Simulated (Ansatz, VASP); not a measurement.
Two plane-wave programs on CdO2

The input POSCAR:

```
CdO2
1.0
    5.4047170000      0.0000000000      0.0000000000
    0.0000000000      5.4047170000      0.0000000000
    0.0000000000      0.0000000000      5.4047170000
Cd O
4 8
Direct
    0.5000000000      0.0000000000      0.0000000000
    0.0000000000      0.0000000000      0.5000000000
    0.0000000000      0.5000000000      0.0000000000
    0.5000000000      0.5000000000      0.5000000000
    0.0803240000      0.4196760000      0.5803240000
    0.4196760000      0.5803240000      0.0803240000
    0.5803240000      0.0803240000      0.4196760000
    0.9196760000      0.9196760000      0.9196760000
    0.0803240000      0.0803240000      0.0803240000
    0.4196760000      0.9196760000      0.5803240000
    0.5803240000      0.4196760000      0.9196760000
    0.9196760000      0.5803240000      0.4196760000
```

The input INCAR.step1:

```
SYSTEM = CdO2
  ALGO = Normal
  EDIFF = 1E-5
  ENCUT = 660
  GGA = PE
  GGA_COMPAT = .False.
  ISMEAR = 0
  LASPH = .True.
  LCHARG = .False.
  LREAL = .False.
  LWAVE = .True.
  NBANDS = 76
  NELM = 120
  PREC = Accurate
  SIGMA = 0.1
```

INCAR.step2

```
SYSTEM = CdO2
  ALGO = Normal
  EDIFF = 1E-6
  ENCUT = 660
  GGA_COMPAT = .False.
  ISIF = 2
  ISMEAR = 0
  ISTART = 1
  LASPH = .True.
  LCHARG = .False.
  LMIXTAU = .True.
  LREAL = .False.
  LWAVE = .False.
  METAGGA = R2SCAN
  NBANDS = 76
  NELM = 120
  PREC = Accurate
  SIGMA = 0.1
```

File KPOINTS:

```
k-points
0
Gamma
  4 4 4
  0 0 0
```

Input for Ansatz:

```yaml
crystal:
  lattice:
    - [5.404717, 0.0, 0.0]
    - [0.0, 5.404717, 0.0]
    - [0.0, 0.0, 5.404717]
  atoms:
    - { symbol: Cd, position: [0.5, 0.0, 0.0] }
    - { symbol: Cd, position: [0.0, 0.0, 0.5] }
    - { symbol: Cd, position: [0.0, 0.5, 0.0] }
    - { symbol: Cd, position: [0.5, 0.5, 0.5] }
    - { symbol: O, position: [0.080324, 0.419676, 0.580324] }
    - { symbol: O, position: [0.419676, 0.580324, 0.080324] }
    - { symbol: O, position: [0.580324, 0.080324, 0.419676] }
    - { symbol: O, position: [0.919676, 0.919676, 0.919676] }
    - { symbol: O, position: [0.080324, 0.080324, 0.080324] }
    - { symbol: O, position: [0.419676, 0.919676, 0.580324] }
    - { symbol: O, position: [0.580324, 0.419676, 0.919676] }
    - { symbol: O, position: [0.919676, 0.580324, 0.419676] }
basis:
  ecutwfc: 500
kpoints:
  mp_grid: { grid: [4, 4, 4] }
hamiltonian:
  xc: r2scan
scf:
  occupations: { method: gaussian, width: 0.1 }
  lower_state_search: "off"
output:
  forces: true
  stress: true
  eigenvalues: true
```

Alike in both runs: task single point; functional r2SCAN; k mesh 4 × 4 × 4; occupations gaussian, width 0.1 eV; no spin polarisation.

```csv
,VASP,Ansatz
version,VASP 6.6.1,Ansatz 0.2.0
potentials or method,"VASP PAW PBE potentials, release 64 (Cd_sv_GW, O), cutoff 660 eV","scalar-relativistic, plane waves, PAW"
valence electrons in the cell,128,128
```

|  | VASP | Ansatz | Ansatz less VASP |
| --- | --- | --- | --- |
| gap on the k mesh at the Fermi level (eV) | 1.79 | 1.79 | -0.004 |
| least direct gap on the mesh (eV) | 1.82 | 1.81 | -0.013 |
| pressure (GPa) | -5.9 | -6.0 | -0.03 |
| rms of the force components (eV/Å) | 0.014 | 0.087 | +0.0728 |

VASP's potentials were made for PBE, not for r2SCAN. Atom by atom the forces differ by 0.100 eV/Å (rms over components).
